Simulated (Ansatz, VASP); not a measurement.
**Two plane-wave programs on ZnGe2N2**

INCAR

```
SYSTEM = ZnGe2N2
PREC = Accurate
ENCUT = 600
EDIFF = 1E-6
ISMEAR = 0
SIGMA = 0.1
LREAL = .FALSE.
LASPH = .TRUE.
NELM = 80
ALGO = Normal
ISIF = 3
LWAVE = .FALSE.
LCHARG = .FALSE.
GGA = PE
IBRION = 2
NSW = 90
EDIFFG = -0.04
```

Contents of KPOINTS:

```
regular mesh
0
G
  6 6 4
  0 0 0
```

Contents of POSCAR:

```
ZnGe2N2
1.0
    4.9383803800      0.0000000000      0.0000000000
   -2.4691901900      4.2767628700      0.0000000000
    0.0000000000      0.0000000000      4.2724389100
Zn Ge N
1 2 2
Direct
    0.3333333300      0.6666666700      0.5000000000
    0.0000000000      0.0000000000      0.0000000000
    0.0000000000      0.0000000000      0.5000000000
    0.6666666700      0.3333333300      0.5000000000
    0.3333333300      0.6666666700      0.0000000000
```

Input for Ansatz:

```yaml
crystal:
  lattice:
    - [4.93838038, 0.0, 0.0]
    - [-2.46919019, 4.27676287, 0.0]
    - [0.0, 0.0, 4.27243891]
  atoms:
    - { symbol: Zn, position: [0.33333333, 0.66666667, 0.5] }
    - { symbol: Ge, position: [0.0, 0.0, 0.0] }
    - { symbol: Ge, position: [0.0, 0.0, 0.5] }
    - { symbol: "N", position: [0.66666667, 0.33333333, 0.5] }
    - { symbol: "N", position: [0.33333333, 0.66666667, 0.0] }
basis:
  ecutwfc: 420
kpoints:
  mp_grid: { grid: [6, 6, 4] }
hamiltonian:
  xc: pbe
scf:
  occupations: { method: gaussian, width: 0.1 }
  lower_state_search: "off"
output:
  forces: true
  stress: true
  eigenvalues: true
relax:
  adjacent_minimum: "off"
  f_tol: 0.04
  max_steps: 70
  cell: { stress_tol: 0.4 }
```

Alike in both runs: task relaxation of cell and atoms; functional PBE; k mesh 6 × 6 × 4; occupations gaussian, width 0.1 eV; no spin polarisation.

|  | VASP | Ansatz |
| --- | --- | --- |
| version | VASP 6.6.1 | Ansatz 0.2.0 |
| potentials or method | VASP PAW PBE potentials, release 64 (Zn, Ge_d, N), cutoff 600 eV | scalar-relativistic, plane waves, PAW |
| valence electrons in the cell | 50 | 50 |

Ansatz gave:

- gap on the k mesh at the Fermi level, each at its own relaxed structure (eV): none
- relaxed volume (Å³/atom): 13.96
- relaxed length of the cell vector where the two differ most in proportion (Å): 5.084

Q: What did VASP give for the same quantities?

A: gap on the k mesh at the Fermi level, each at its own relaxed structure (eV): none; relaxed volume (Å³/atom): 13.98; relaxed length of the cell vector where the two differ most in proportion (Å): 5.094.

A gap of «none» marks a metal or a gap that the smearing closes.

The k mesh is coarse, so the values compare programs but aren't converged. Noted on VASP's run: the volume moved by over 15 % at a fixed basis, so the end points are rough.
